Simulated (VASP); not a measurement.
# Mg4H in VASP: further runs, part 2 of 2

VASP 6.6.1. The steps go on from the part before.

## (3) Single point, PBE

INCAR reads:

```
SYSTEM = Mg4H
PREC = Accurate
ENCUT = 520
EDIFF = 1E-7
ISMEAR = 0
SIGMA = 0.1
LREAL = .False.
LASPH = .True.
NELM = 80
ALGO = Normal
ISIF = 2
LWAVE = .False.
LCHARG = .True.
LDIPOL = .True.
IDIPOL = 3
DIPOL = 0.5 0.5 0.300
GGA = PE
LELF = .True.
LVHAR = .True.
LVACPOTAV = .True.
NBANDS = 20
```

KPOINTS reads:

```
regular mesh
0
Gamma
  4 5 1
  0 0 0
```

POSCAR reads:

```
Mg4H
1.0
    6.4201385733      0.0000000000      0.0000000000
    0.0000000000      5.1379129567      0.0000000000
    0.0000000000      0.0000000000     21.6644777330
Mg H
8 2
Direct
    0.0000000000      0.7500000000      0.1846340378
    0.5000000000      0.7500000000      0.1846340378
    0.2500000000      0.2500000000      0.2274076137
    0.7500000000      0.2500000000      0.2274076137
    0.2500000000      0.7500000000      0.3173234500
    0.7500000000      0.7500000000      0.3173234500
    0.0000000000      0.2500000000      0.3537808678
    0.5000000000      0.2500000000      0.3537808678
    0.6915900458      0.0833333333      0.4188643661
    0.8084099542      0.0833333333      0.4188643661
```

Potentials or basis: VASP PAW PBE potentials, release 64 (Mg, H).

Run with:

```console
$ cat potpaw_PBE.64/Mg/POTCAR potpaw_PBE.64/H/POTCAR > POTCAR
$ mpirun -np 1 vasp_std > vasp.out
```

OUTCAR:

```text
SYSTEM = Mg4H
   PREC = Accurate
   ENCUT = 520
   EDIFF = 1E-7
   ISMEAR = 0
   LREAL = .False.
   LASPH = .True.
   NELM = 80
   ISIF = 2
   GGA = PE

 ion  position               nearest neighbor table
   1  0.000  0.750  0.185-   3 3.17   4 3.17   3 3.17   4 3.17   2 3.21   2 3.21   6 3.29   5 3.29

   2  0.500  0.750  0.185-   3 3.17   4 3.17   3 3.17   4 3.17   1 3.21   1 3.21   6 3.29   5 3.29

   3  0.250  0.250  0.227-   1 3.17   2 3.17   1 3.17   2 3.17   7 3.17   8 3.17   4 3.21   4 3.21
                             5 3.22   5 3.22
   4  0.750  0.250  0.227-   1 3.17   2 3.17   1 3.17   2 3.17   7 3.17   8 3.17   3 3.21   3 3.21
                             6 3.22   6 3.22
   5  0.250  0.750  0.317-   7 3.13   8 3.13   7 3.13   8 3.13   6 3.21   6 3.21   3 3.22   3 3.22
                             1 3.29   2 3.29
   6  0.750  0.750  0.317-   7 3.13   8 3.13   7 3.13   8 3.13   5 3.21   5 3.21   4 3.22   4 3.22
                             1 3.29   2 3.29
   7  0.000  0.250  0.354-  10 2.06   6 3.13   5 3.13   5 3.13   6 3.13   4 3.17   3 3.17   8 3.21
                             8 3.21
   8  0.500  0.250  0.354-   9 2.06   6 3.13   5 3.13   5 3.13   6 3.13   4 3.17   3 3.17   7 3.21
                             7 3.21
   9  0.692  0.083  0.419-  10 0.75   8 2.06
  10  0.808  0.083  0.419-   9 0.75   7 2.06

  LATTYP: Found a simple orthorhombic cell.
 ALAT       =     5.1379129567
 B/A-ratio  =     1.2495615686
 C/A-ratio  =     4.2165910391

  Lattice vectors:

 A1 = (   0.0000000000,  -5.1379129567,   0.0000000000)
 A2 = (   6.4201385733,   0.0000000000,   0.0000000000)
 A3 = (   0.0000000000,   0.0000000000,  21.6644777330)

Analysis of symmetry for initial positions (statically):
=====================================================================
 Subroutine PRICEL returns:
 Original cell was already a primitive cell.

 Routine SETGRP: Setting up the symmetry group for a
 simple orthorhombic supercell.

 Subroutine GETGRP returns: Found  2 space group operations
 (whereof  1 operations were pure point group operations)
[... 151 lines left out ...]
  energy-cutoff  :      520.00
  volume of cell :      714.63
 maximum number of plane-waves:     19292
 NGX is ok and might be reduce to    48
   NGX = 23   NGY = 19   NGZ = 81

 dipolmoment           0.000000      0.000000      0.047436 electrons x Angstroem

 number of electron      18.0000001 magnetization

 dipolmoment           0.000000      0.000000     -0.039575 electrons x Angstroem

 Free energy of the ion-electron system (eV)
  ---------------------------------------------------
  ext. energy  EPLUGINS =         0.00000000
  ---------------------------------------------------
  free energy    TOTEN  =       -15.34554683 eV

  energy without entropy =      -15.31549031  energy(sigma->0) =      -15.33051857

 E-fermi :  -1.8528     XC(G=0):  -3.1048

 val. band max:       -1.8534110274   @ k =   0.0000   0.4000   0.0000
 cond. band min:      -1.8173357049   @ k =   0.5000   0.0000   0.0000
 fundamental gap:      0.0360753225
 Fermi energy:        -1.8528274368

 k-point     1 :       0.0000    0.0000    0.0000
  band No.  band energies     occupation
      1     -11.1197      2.00000
      2      -7.7603      2.00000
      3      -5.5193      2.00000
      4      -4.3171      2.00000
      5      -4.3099      2.00000
      6      -2.7728      2.00000
[... 196 lines left out ...]
     19       2.1898      0.00000
     20       2.3657      0.00000

------------------------ aborting loop because EDIFF is reached ----------------------------------------

  FORCE on cell =-STRESS in cart. coord.  units (eV):
  Direction    XX          YY          ZZ          XY          YZ          ZX
  --------------------------------------------------------------------------------------
  -------------------------------------------------------------------------------------
  Total       -0.2776370     -1.5245571      0.9309189      0.0000000     -0.5572998      0.0000000
  in kB       -0.6224559     -3.4180224      2.0870990      0.0000000     -1.2494536      0.0000000
  external PRESSURE =      -0.6511264 kB  Pullay stress =       0.0000000 kB

 VOLUME and BASIS-vectors are now :
 -----------------------------------------------------------------------------
  energy-cutoff  :      520.00
  volume of cell :      714.63
      direct lattice vectors                 reciprocal lattice vectors
     6.420138573  0.000000000  0.000000000     0.155759878  0.000000000  0.000000000
     0.000000000  5.137912957  0.000000000     0.000000000  0.194631557  0.000000000
     0.000000000  0.000000000 21.664477733     0.000000000  0.000000000  0.046158509

 POSITION                                       TOTAL-FORCE (eV/Angst)
 -----------------------------------------------------------------------------------
      0.00000      3.85343      4.00000         0.133810      0.005667      0.176305
      3.21007      3.85343      4.00000        -0.133810      0.005667      0.176305
      1.60503      1.28448      4.92667         0.000000      0.054705     -0.207154
      4.81510      1.28448      4.92667         0.000000     -0.054669      0.015074
      1.60503      3.85343      6.87465         0.000000      0.050671      0.057117
      4.81510      3.85343      6.87465         0.000000     -0.198902     -0.256627
      0.00000      1.28448      7.66448         0.495792      0.292771     -0.536264
      3.21007      1.28448      7.66448        -0.495792      0.292771     -0.536264
      4.44010      0.42816      9.07448        -0.985721     -0.224340      0.555754
      5.19010      0.42816      9.07448         0.985721     -0.224340      0.555754
 -----------------------------------------------------------------------------------
    total drift:                               -0.000000     -0.000071     -0.000242

  FREE ENERGIE OF THE ION-ELECTRON SYSTEM (eV)
  ---------------------------------------------------
  free  energy   TOTEN  =       -15.3455468306 eV

  energy  without entropy=      -15.3154903067  energy(sigma->0) =      -15.33051857

 vacuum level on the upper side and lower side of the slab         1.588         1.805
```

OSZICAR:

```text
N       E                     dE             d eps       ncg     rms          rms(c)
DAV:   1     0.422210664492E+02    0.42221E+02   -0.40729E+03   360   0.543E+02
DAV:   2    -0.122513052283E+02   -0.54472E+02   -0.50769E+02   488   0.865E+01
DAV:   3    -0.162403334422E+02   -0.39890E+01   -0.39116E+01   464   0.235E+01
[... 16 lines left out ...]
DAV:  20    -0.153455406594E+02   -0.71616E-05   -0.39864E-07   444   0.139E-03    0.250E-04
DAV:  21    -0.153455447818E+02   -0.41224E-05   -0.25102E-07   456   0.955E-04    0.129E-04
DAV:  22    -0.153455465050E+02   -0.17232E-05   -0.10887E-07   440   0.566E-04    0.601E-05
DAV:  23    -0.153455468003E+02   -0.29533E-06   -0.20339E-08   416   0.285E-04    0.262E-05
DAV:  24    -0.153455468306E+02   -0.30331E-07   -0.23905E-09   364   0.135E-04
   1 F= -.15345547E+02 E0= -.15330519E+02  d E =-.300565E-01
```

stdout:

```text
POSCAR found type information on POSCAR MgH
 POSCAR found :  2 types and      10 ions
 scaLAPACK will be used
 LDA part: xc-table for (Slater+PW92), standard interpolation
 POSCAR, INCAR and KPOINTS ok, starting setup
 FFT: planning ... GRIDC
 FFT: planning ... GRID_SOFT
 FFT: planning ... GRID
 WAVECAR not read
 entering main loop
 -----------------------------------------------------------------------------
|                                                                             |
|           W    W    AA    RRRRR   N    N  II  N    N   GGGG   !!!           |
|           W    W   A  A   R    R  NN   N  II  NN   N  G    G  !!!           |
|           W    W  A    A  R    R  N N  N  II  N N  N  G       !!!           |
|           W WW W  AAAAAA  RRRRR   N  N N  II  N  N N  G  GGG   !            |
|           WW  WW  A    A  R   R   N   NN  II  N   NN  G    G                |
|           W    W  A    A  R    R  N    N  II  N    N   GGGG   !!!           |
|                                                                             |
|     Did not find any points to average over, which means that no vacuum     |
|     field-free region was found. Please increase the size of  your cell     |
|     in the dimension of the dipole correction to obtain accurate            |
|     workfunction values.                                                    |
|                                                                             |
 -----------------------------------------------------------------------------
```

Run time: 3.1 min. Hardware: 1 thread of AMD EPYC 7R13 (Zen 3), shared host; peak memory 0.63 GiB.

What came out:

| Property | Result |
| --- | --- |
| Free energy | -15.3455 eV |
| Largest force | 1.154 eV/Å |
| Band gap on the k mesh | zero (band 9 reaches -1.42 eV, above the bottom of band 10 at -1.95 eV) |

Forces on the atoms (eV/Å):
```
Mg   0.134  0.006  0.176
Mg  -0.134  0.006  0.176
Mg   0.000  0.055 -0.207
Mg   0.000 -0.055  0.015
Mg   0.000  0.051  0.057
Mg   0.000 -0.199 -0.257
Mg   0.496  0.293 -0.536
Mg  -0.496  0.293 -0.536
H   -0.986 -0.224  0.556
H    0.986 -0.224  0.556
```

Levels at points of the mesh, in eV from the Fermi level:
```
           k point  band 7  band 8  band 9  band 10  band 11  band 12
(0.00, 0.00, 0.00)   -0.76   -0.57   -0.26    -0.10     1.08     1.58
(0.50, 0.00, 0.00)   -0.04    0.04    0.43     0.73     0.73     1.44
```

## (4) Single point, PBE

INCAR reads:

```
PREC = Accurate
ENCUT = 520
EDIFF = 1E-6
ISMEAR = 0
SIGMA = 0.1
LREAL = False
LASPH = True
NELM = 60
ALGO = Normal
ISIF = 2
LWAVE = False
LCHARG = True
LDIPOL = True
IDIPOL = 3
DIPOL = 0.5 0.5 0.306
GGA = PE
LELF = True
LVHAR = True
LVACPOTAV = True
NBANDS = 20
```

KPOINTS reads:

```
Automatic mesh
0
Gamma
  4 5 1
```

Changes to POSCAR since step 3:

```diff
@@ -16,3 +16,3 @@
     0.5000000000      0.2500000000      0.3537808678
-    0.6915900458      0.0833333333      0.4188643661
-    0.8084099542      0.0833333333      0.4188643661
+    0.6915900458      0.0833333333      0.4484058122
+    0.8084099542      0.0833333333      0.4484058122
```

Run with:

```console
$ cat potpaw_PBE.64/Mg/POTCAR potpaw_PBE.64/H/POTCAR > POTCAR
$ mpirun -np 1 vasp_std > vasp.out
```

It took 2.9 min on 1 thread of AMD EPYC 7R13 (Zen 3), shared host; peak memory 0.63 GiB.

It converged, with:

| Quantity | Value |
| --- | --- |
| Free energy | -15.8384 eV |
| Largest force | 0.401 eV/Å |
| Band gap on the k mesh | zero (band 9 reaches -1.67 eV, above the bottom of band 10 at -1.99 eV) |

Forces on the atoms (eV/Å):
```
Mg   0.134 -0.004  0.195
Mg  -0.134 -0.004  0.195
Mg   0.000  0.040 -0.204
Mg   0.000 -0.039 -0.056
Mg   0.000  0.027  0.052
Mg   0.000 -0.062 -0.130
Mg   0.213  0.075 -0.270
Mg  -0.213  0.075 -0.270
H   -0.314 -0.054  0.244
H    0.314 -0.054  0.244
```

Levels at points of the mesh, in eV from the Fermi level:
```csv
k point,band 7,band 8,band 9,band 10,band 11,band 12
"(0.00, 0.00, 0.00)",-0.74,-0.45,-0.32,-0.07,1.16,1.69
"(0.50, 0.00, 0.00)",0.04,0.10,0.17,0.75,0.78,1.64
```

## (5) Single point, PBE

INCAR reads:

```
PREC = Accurate ; ENCUT = 520
EDIFF = 1E-6 ; ISMEAR = 0
SIGMA = 0.1 ; LREAL = False
LASPH = True ; NELM = 60
ALGO = Normal ; ISIF = 2
LWAVE = False ; LCHARG = False
LDIPOL = True ; IDIPOL = 3
DIPOL = 0.5 0.5 0.315 ; GGA = PE
NBANDS = 20
```

KPOINTS is that of step 4.

Changes to POSCAR since step 4:

```diff
@@ -16,3 +16,3 @@
     0.5000000000      0.2500000000      0.3537808678
-    0.6915900458      0.0833333333      0.4484058122
-    0.8084099542      0.0833333333      0.4484058122
+    0.6915900458      0.0833333333      0.4922563961
+    0.8084099542      0.0833333333      0.4922563961
```

Potentials or basis: VASP PAW PBE potentials, release 64 (Mg, H).

Run with:

```console
$ cat potpaw_PBE.64/Mg/POTCAR potpaw_PBE.64/H/POTCAR > POTCAR
$ mpirun -np 1 vasp_std > vasp.out
```

OUTCAR:

```text
PREC = Accurate
   ENCUT = 520
   EDIFF = 1E-6
   ISMEAR = 0
   LREAL = False
   LASPH = True
   NELM = 60
   ISIF = 2
   GGA = PE

 ion  position               nearest neighbor table
   1  0.000  0.750  0.185-   3 3.17   4 3.17   3 3.17   4 3.17   2 3.21   2 3.21   6 3.29   5 3.29

   2  0.500  0.750  0.185-   3 3.17   4 3.17   3 3.17   4 3.17   1 3.21   1 3.21   6 3.29   5 3.29

   3  0.250  0.250  0.227-   1 3.17   2 3.17   1 3.17   2 3.17   7 3.17   8 3.17   4 3.21   4 3.21
                             5 3.22   5 3.22
   4  0.750  0.250  0.227-   1 3.17   2 3.17   1 3.17   2 3.17   7 3.17   8 3.17   3 3.21   3 3.21
                             6 3.22   6 3.22
   5  0.250  0.750  0.317-   7 3.13   8 3.13   7 3.13   8 3.13   6 3.21   6 3.21   3 3.22   3 3.22
                             1 3.29   2 3.29
   6  0.750  0.750  0.317-   7 3.13   8 3.13   7 3.13   8 3.13   5 3.21   5 3.21   4 3.22   4 3.22
                             1 3.29   2 3.29
   7  0.000  0.250  0.354-   5 3.13   6 3.13   5 3.13   6 3.13   3 3.17   4 3.17   8 3.21   8 3.21

   8  0.500  0.250  0.354-   5 3.13   6 3.13   5 3.13   6 3.13   3 3.17   4 3.17   7 3.21   7 3.21

   9  0.692  0.083  0.492-  10 0.75
  10  0.808  0.083  0.492-   9 0.75

  LATTYP: Found a simple orthorhombic cell.
[... 404 lines left out ...]

 vacuum level on the upper side and lower side of the slab       (xc-potential included)        -0.099         0.039

  FORCE on cell =-STRESS in cart. coord.  units (eV):
  Direction    XX          YY          ZZ          XY          YZ          ZX
  --------------------------------------------------------------------------------------
  -------------------------------------------------------------------------------------
  Total       -1.8698453     -2.9504218     -0.4291583      0.0000000     -0.0416425      0.0000000
  in kB       -4.1921507     -6.6147789     -0.9621632      0.0000000     -0.0933615      0.0000000
  external PRESSURE =      -3.9230309 kB  Pullay stress =       0.0000000 kB

 VOLUME and BASIS-vectors are now :
 -----------------------------------------------------------------------------
  energy-cutoff  :      520.00
  volume of cell :      714.63
      direct lattice vectors                 reciprocal lattice vectors
     6.420138573  0.000000000  0.000000000     0.155759878  0.000000000  0.000000000
     0.000000000  5.137912957  0.000000000     0.000000000  0.194631557  0.000000000
     0.000000000  0.000000000 21.664477733     0.000000000  0.000000000  0.046158509

 POSITION                                       TOTAL-FORCE (eV/Angst)
 -----------------------------------------------------------------------------------
      0.00000      3.85343      4.00000         0.043855     -0.001425      0.190070
      3.21007      3.85343      4.00000        -0.043855     -0.001425      0.190070
      1.60503      1.28448      4.92667         0.000000      0.008866     -0.131071
      4.81510      1.28448      4.92667         0.000000     -0.007308     -0.098281
      1.60503      3.85343      6.87465         0.000000      0.004435     -0.006528
      4.81510      3.85343      6.87465         0.000000     -0.009192     -0.047090
      0.00000      1.28448      7.66448         0.055452      0.011681     -0.102196
      3.21007      1.28448      7.66448        -0.055452      0.011681     -0.102196
      4.44010      0.42816     10.66448        -0.028293     -0.008656      0.053611
      5.19010      0.42816     10.66448         0.028293     -0.008656      0.053611
 -----------------------------------------------------------------------------------
    total drift:                                0.000000     -0.000068      0.000109

  FREE ENERGIE OF THE ION-ELECTRON SYSTEM (eV)
  ---------------------------------------------------
  free  energy   TOTEN  =       -16.0882525151 eV

  energy  without entropy=      -16.0473274602  energy(sigma->0) =      -16.06778999

 vacuum level on the upper side and lower side of the slab         1.624         1.739
```

OSZICAR:

```text
N       E                     dE             d eps       ncg     rms          rms(c)
DAV:   1     0.375449618905E+02    0.37545E+02   -0.40573E+03   360   0.543E+02
DAV:   2    -0.139173625215E+02   -0.51462E+02   -0.48552E+02   492   0.841E+01
DAV:   3    -0.172134257184E+02   -0.32961E+01   -0.32359E+01   476   0.213E+01
[... 14 lines left out ...]
DAV:  18    -0.160882411261E+02   -0.28750E-05   -0.60940E-07   356   0.197E-03    0.374E-04
DAV:  19    -0.160882455040E+02   -0.43779E-05   -0.14826E-07   364   0.109E-03    0.268E-04
DAV:  20    -0.160882495780E+02   -0.40740E-05   -0.14292E-07   348   0.946E-04    0.192E-04
DAV:  21    -0.160882519152E+02   -0.23373E-05   -0.10883E-07   344   0.710E-04    0.868E-05
DAV:  22    -0.160882525151E+02   -0.59984E-06   -0.24927E-08   368   0.409E-04
   1 F= -.16088253E+02 E0= -.16067790E+02  d E =-.409251E-01
```

Run time: 2.7 min. Hardware: 1 thread of AMD EPYC 7R13 (Zen 3), shared host; peak memory 0.62 GiB.

Results:

| Item | Value |
| --- | --- |
| Free energy | -16.0883 eV |
| Largest force | 0.195 eV/Å |
| Band gap on the k mesh | zero (band 9 reaches -1.79 eV, above the bottom of band 10 at -2.05 eV) |

Forces on the atoms (eV/Å):
```
Mg   0.044 -0.001  0.190
Mg  -0.044 -0.001  0.190
Mg   0.000  0.009 -0.131
Mg   0.000 -0.007 -0.098
Mg   0.000  0.004 -0.007
Mg   0.000 -0.009 -0.047
Mg   0.055  0.012 -0.102
Mg  -0.055  0.012 -0.102
H   -0.028 -0.009  0.054
H    0.028 -0.009  0.054
```

## (6) Single point, PBE

INCAR reads:

```
PREC     = Accurate       # precision mode
ENCUT    = 520            # plane-wave cutoff, eV
EDIFF    = 1E-6           # SCF threshold, eV
ISMEAR   = 0              # smearing method
SIGMA    = 0.1            # smearing width, eV
LREAL    = F              # projectors in reciprocal space
LASPH    = T              # aspherical terms in the spheres
NELM     = 100            # most SCF steps
ALGO     = Normal         # electronic algorithm
ISIF     = 2              # what is computed and relaxed
LWAVE    = F              # write WAVECAR
LCHARG   = F              # write CHGCAR
LDIPOL   = T            
IDIPOL   = 3            
DIPOL    = 0.5 0.5 0.294
GGA      = PE             # functional
NBANDS   = 20             # bands
```

KPOINTS is that of step 5.

Changes to POSCAR since step 5:

```diff
@@ -16,3 +16,3 @@
     0.5000000000      0.2500000000      0.3537808678
-    0.6915900458      0.0833333333      0.4922563961
-    0.8084099542      0.0833333333      0.4922563961
+    0.6580237921      0.0833333333      0.3893229201
+    0.8419762079      0.0833333333      0.3893229201
```

Potentials or basis: VASP PAW PBE potentials, release 64 (Mg, H).

Run with:

```console
$ cat potpaw_PBE.64/Mg/POTCAR potpaw_PBE.64/H/POTCAR > POTCAR
$ mpirun -np 1 vasp_std > vasp.out
```

Wall time 2.8 min (1 thread of AMD EPYC 7R13 (Zen 3), shared host); peak memory 0.62 GiB.

Results (log left out):

| Property | Result |
| --- | --- |
| Free energy | -13.9281 eV |
| Largest force | 3.405 eV/Å |
| Band gap on the k mesh | zero (band 9 reaches -1.42 eV, above the bottom of band 10 at -2.14 eV) |

Forces on the atoms (eV/Å):
```
Mg  -0.027  0.073  0.195
Mg   0.027  0.073  0.195
Mg   0.000 -0.110 -0.102
Mg   0.000 -0.063 -0.181
Mg   0.000 -0.013 -0.050
Mg   0.000  0.195  0.086
Mg   2.277  1.902 -1.672
Mg  -2.277  1.902 -1.672
H    1.431 -1.980  1.600
H   -1.431 -1.980  1.600
```

Levels at points of the mesh, in eV from the Fermi level:
| k point | band 5 | band 6 | band 7 | band 8 | band 9 | band 10 | band 11 | band 12 | band 13 | band 14 |
| --- | --- | --- | --- | --- | --- | --- | --- | --- | --- | --- |
| (0.00, 0.00, 0.00) | -2.33 | -1.14 | -0.96 | -0.78 | -0.21 | 0.30 | 1.08 | 1.22 | 1.67 | 2.05 |
| (0.50, 0.00, 0.00) | -2.05 | -0.81 | -0.08 | -0.06 | 0.53 | 0.67 | 0.76 | 1.05 | 1.60 | 1.76 |
